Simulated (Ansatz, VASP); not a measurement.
# Eu2O3: VASP beside Ansatz

```
CELL_PARAMETERS angstrom
3.73689 0.00000 0.00000
-1.86844 3.23624 0.00000
0.00000 0.00000 5.82494
ATOMIC_POSITIONS crystal
Eu 0.66667 0.33333 0.75410
Eu 0.33333 0.66667 0.24590
O 0.00000 0.00000 0.00000
O 0.66667 0.33333 0.35290
O 0.33333 0.66667 0.64710
```

Alike in both runs: functional PBEsol; k mesh 9 × 9 × 6; occupations gaussian, width 0.02 eV; collinear spin; Hubbard terms Eu f U = 6.0 eV.

Ansatz relaxed the structure, and its values are those at the end. VASP's run is a single point on that final structure, the one shown.

```csv
,VASP,Ansatz
version,VASP 6.6.1,Ansatz 0.2.0
potentials or method,"VASP PAW PBE potentials, release 64 (Eu, O), cutoff 520 eV","scalar-relativistic, plane waves, PAW"
valence electrons in the cell,52,52
```

|  | VASP | Ansatz | Ansatz less VASP |
| --- | --- | --- | --- |
| gap on the k mesh at the Fermi level (eV) | 1.88 | 1.48 | -0.399 |
| least direct gap on the mesh (eV) | 1.88 | 1.48 | -0.393 |
| pressure (GPa) | 1.4 | 0.0 | -1.39 |
| rms of the force components (eV/Å) | 0.033 | 0.000 | -0.0333 |
| net moment per atom (μB) | 2.40 | 2.40 | 0.000 |
| size of the moment on the site where the two differ most (μB) | 5.94 | 5.85 | -0.090 |

VASP's potentials were made for PBE, not for PBEsol. Site moments also hang on the region over which each program counts them. The programs project onto different local orbitals, so the same U acts differently, and such runs can settle in different states. Ansatz's warnings: given moment on shells.

Neither program's run includes spin-orbit coupling.
